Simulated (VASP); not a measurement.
Crystal: Ta4O.

```
CELL_PARAMETERS angstrom
3.25750 0.00000 0.00000
0.00000 3.25750 0.00000
0.00000 0.00000 7.40934
ATOMIC_POSITIONS crystal
Ta 0.95689 0.05325 0.49972
Ta 0.48648 0.52294 0.74638
Ta 0.50293 0.45429 0.21985
Ta 0.93093 0.94868 0.00284
O 0.50371 0.45833 0.46465
```

- Program: VASP 6.6.1
- Task: relaxation of cell and atoms
- Functional: PBEsol
- Potentials or basis: VASP PAW PBE potentials, release 64 (Ta_pv, O)
- Cutoff: 600 eV
- k mesh: 6 × 6 × 4
- Occupations: gaussian, width 0.1 eV
- Spin: no spin polarisation

At the start: pressure 6.8 GPa; volume 15.72 Å³/atom.

Question: Where does the relaxation end?

Answer: Over 31 steps the energy falls by 344.9 meV/atom and the volume is 15.16 Å³/atom (-3.6 %); space group P1 (No. 1, to 0.1 Å) before, P4/mmm (No. 123, to 0.1 Å).

The path:
```tsv
step	energy change (eV)	largest force (eV/Å)	pressure (GPa)	volume (Å³)
1	0.0000	6.0533	6.75	78.62
2	-0.3358	1.5251	-18.86	86.21
3	-0.9098	2.1432	-11.34	81.98
4	-1.3317	1.7549	12.68	72.58
5	-1.4279	1.3689	4.05	75.13
6	-1.6313	0.9265	-0.50	76.06
7	-1.6342	0.7630	-0.20	75.96
8	-1.6950	0.3743	0.07	75.90
9	-1.6994	0.3096	0.32	75.87
10	-1.7141	0.1632	-0.86	76.14
11	-1.7152	0.2156	-1.24	76.24
12	-1.7168	0.1148	1.92	75.21
13	-1.7196	0.1483	0.50	75.66
14	-1.7220	0.1117	0.03	75.82
15	-1.7221	0.1215	-0.04	75.84
16	-1.7230	0.0647	-0.07	75.85
17	-1.7232	0.0915	-0.08	75.86
18	-1.7238	0.0517	0.12	75.78
19	-1.7238	0.0434	0.18	75.75
20	-1.7240	0.0374	-0.33	75.91
21	-1.7240	0.0330	-0.20	75.87
22	-1.7242	0.0267	-0.08	75.84
23	-1.7242	0.0326	-0.01	75.82
24	-1.7243	0.0213	0.03	75.81
25	-1.7244	0.0257	0.08	75.79
26	-1.7244	0.0164	-0.07	75.84
27	-1.7244	0.0154	-0.08	75.84
28	-1.7244	0.0115	-0.01	75.81
29	-1.7244	0.0134	0.01	75.81
30	-1.7245	0.0052	0.03	75.80
31	-1.7245	0.0050	0.04	75.80
```

Final structure:
```
Ta O
1.0
     3.20657    0.00008   -0.00023
    -0.00058    3.20647   -0.00073
    -0.00020    0.00100    7.37231
Ta O
4 1
Cartesian
  3.1297 3.1667 3.5874
  1.5260 1.5638 5.6651
  1.5262 1.5634 1.5099
  3.1290 3.1672 7.2730
  1.5278 1.5644 3.5875
```

Caveat: the PAW data sets were made with another functional, which shifts forces and pressure a little.
